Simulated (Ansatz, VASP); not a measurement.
# Al36H: VASP beside Ansatz

INCAR

```
  ALGO = Fast
  DIPOL = 0.5 0.5 0.377
  EDIFF = 1E-6
  ENCUT = 520
  GGA = PE
  IDIPOL = 3
  ISIF = 2
  ISMEAR = 0
  IVDW = 12
  LASPH = True
  LCHARG = False
  LDIPOL = True
  LREAL = Auto
  LWAVE = False
  NBANDS = 78
  NELM = 100
  PREC = Accurate
  SIGMA = 0.1
```

KPOINTS

```
k-points
0
Gamma
  6 6 1
```

POSCAR

```
Al36H
1.0
    5.6288445219      0.0000000000      0.0000000000
   -2.8144222609      4.8747223499      0.0000000000
    0.0000000000      0.0000000000     35.9073562080
Al H
36 1
Direct
    0.1666666667      0.3333333333      0.1113977865
    0.1666666667      0.8333333333      0.1113977865
    0.6666666667      0.3333333333      0.1113977865
    0.6666666667      0.8333333333      0.1113977865
    0.0000000000      0.0000000000      0.1757372983
    0.0000000000      0.5000000000      0.1757372983
    0.5000000000      0.0000000000      0.1757372983
    0.5000000000      0.5000000000      0.1757372983
    0.3333333333      0.1666666667      0.2400768102
    0.3333333333      0.6666666667      0.2400768102
    0.8333333333      0.1666666667      0.2400768102
    0.8333333333      0.6666666667      0.2400768102
    0.0000000000      0.0000000000      0.3044163221
    0.0000000000      0.5000000000      0.3044163221
    0.5000000000      0.0000000000      0.3044163221
    0.5000000000      0.5000000000      0.3044163221
    0.1666666667      0.3333333333      0.3682539347
    0.1666666667      0.8333333333      0.3682539347
    0.6666666667      0.3333333333      0.3682539347
    0.6666666667      0.8333333333      0.3682539347
    0.0000000000      0.0000000000      0.4320699059
    0.0000000000      0.5000000000      0.4320699059
    0.5000000000      0.0000000000      0.4320699059
    0.5000000000      0.5000000000      0.4320699059
    0.3333333333      0.1666666667      0.4967844642
    0.3333333333      0.6666666667      0.4967844642
    0.8333333333      0.1666666667      0.4967844642
    0.8333333333      0.6666666667      0.4967844642
    0.0000000000      0.0000000000      0.5611166564
    0.0000000000      0.5000000000      0.5611166564
    0.5000000000      0.0000000000      0.5611166564
    0.5000000000      0.5000000000      0.5611166564
    0.1666666667      0.3333333333      0.6268174153
    0.1666666667      0.8333333333      0.6268174153
    0.6666666667      0.3333333333      0.6268174153
    0.6666666667      0.8333333333      0.6268174153
    0.5000000000      0.5000000000      0.6964410318
```

Input for Ansatz:

```yaml
crystal:
  lattice:
    - [5.6288445219, 0.0, 0.0]
    - [-2.8144222609, 4.8747223499, 0.0]
    - [0.0, 0.0, 35.907356208]
  atoms:
    - { symbol: Al, position: [0.1666666667, 0.3333333333, 0.1113977865] }
    - { symbol: Al, position: [0.1666666667, 0.8333333333, 0.1113977865] }
    - { symbol: Al, position: [0.6666666667, 0.3333333333, 0.1113977865] }
    - { symbol: Al, position: [0.6666666667, 0.8333333333, 0.1113977865] }
    - { symbol: Al, position: [0.0, 0.0, 0.1757372983] }
    - { symbol: Al, position: [0.0, 0.5, 0.1757372983] }
    - { symbol: Al, position: [0.5, 0.0, 0.1757372983] }
    - { symbol: Al, position: [0.5, 0.5, 0.1757372983] }
    - { symbol: Al, position: [0.3333333333, 0.1666666667, 0.2400768102] }
    - { symbol: Al, position: [0.3333333333, 0.6666666667, 0.2400768102] }
    - { symbol: Al, position: [0.8333333333, 0.1666666667, 0.2400768102] }
    - { symbol: Al, position: [0.8333333333, 0.6666666667, 0.2400768102] }
    - { symbol: Al, position: [0.0, 0.0, 0.3044163221] }
    - { symbol: Al, position: [0.0, 0.5, 0.3044163221] }
    - { symbol: Al, position: [0.5, 0.0, 0.3044163221] }
    - { symbol: Al, position: [0.5, 0.5, 0.3044163221] }
    - { symbol: Al, position: [0.1666666667, 0.3333333333, 0.3682539347] }
    - { symbol: Al, position: [0.1666666667, 0.8333333333, 0.3682539347] }
    - { symbol: Al, position: [0.6666666667, 0.3333333333, 0.3682539347] }
    - { symbol: Al, position: [0.6666666667, 0.8333333333, 0.3682539347] }
    - { symbol: Al, position: [0.0, 0.0, 0.4320699059] }
    - { symbol: Al, position: [0.0, 0.5, 0.4320699059] }
    - { symbol: Al, position: [0.5, 0.0, 0.4320699059] }
    - { symbol: Al, position: [0.5, 0.5, 0.4320699059] }
    - { symbol: Al, position: [0.3333333333, 0.1666666667, 0.4967844642] }
    - { symbol: Al, position: [0.3333333333, 0.6666666667, 0.4967844642] }
    - { symbol: Al, position: [0.8333333333, 0.1666666667, 0.4967844642] }
    - { symbol: Al, position: [0.8333333333, 0.6666666667, 0.4967844642] }
    - { symbol: Al, position: [0.0, 0.0, 0.5611166564] }
    - { symbol: Al, position: [0.0, 0.5, 0.5611166564] }
    - { symbol: Al, position: [0.5, 0.0, 0.5611166564] }
    - { symbol: Al, position: [0.5, 0.5, 0.5611166564] }
    - { symbol: Al, position: [0.1666666667, 0.3333333333, 0.6268174153] }
    - { symbol: Al, position: [0.1666666667, 0.8333333333, 0.6268174153] }
    - { symbol: Al, position: [0.6666666667, 0.3333333333, 0.6268174153] }
    - { symbol: Al, position: [0.6666666667, 0.8333333333, 0.6268174153] }
    - { symbol: H, position: [0.5, 0.5, 0.6964410318] }
basis:
  ecutwfc: 420
kpoints:
  mp_grid: { grid: [6, 6, 1] }
hamiltonian:
  xc: pbe
  pseudopotentials: { kind: paw, azcp: { folder: soft_1 } }
  dispersion: d3bj
scf:
  occupations: { method: gaussian, width: 0.1 }
output:
  forces: true
  eigenvalues: true
efield:
  axis: 3
  dipole_correction: true
  ramp_width: 0.04
```

Alike in both runs: task single point; functional PBE; dispersion D3(BJ); k mesh 6 × 6 × 1; occupations gaussian, width 0.1 eV; no spin polarisation.

```csv
,VASP,Ansatz
version,VASP 6.6.1,Ansatz 0.2.0
potentials or method,"VASP PAW PBE potentials, release 64 (Al, H), cutoff 520 eV","scalar-relativistic, plane waves, PAW"
valence electrons in the cell,109,109
```

```csv
,VASP,Ansatz,Ansatz less VASP
gap on the k mesh at the Fermi level (eV),none,none,-
rms of the force components (eV/Å),0.146,0.146,+0.0001
```

Atom by atom the forces differ by 0.001 eV/Å (rms over components). A gap of «none» marks a metal or a gap that the smearing closes.
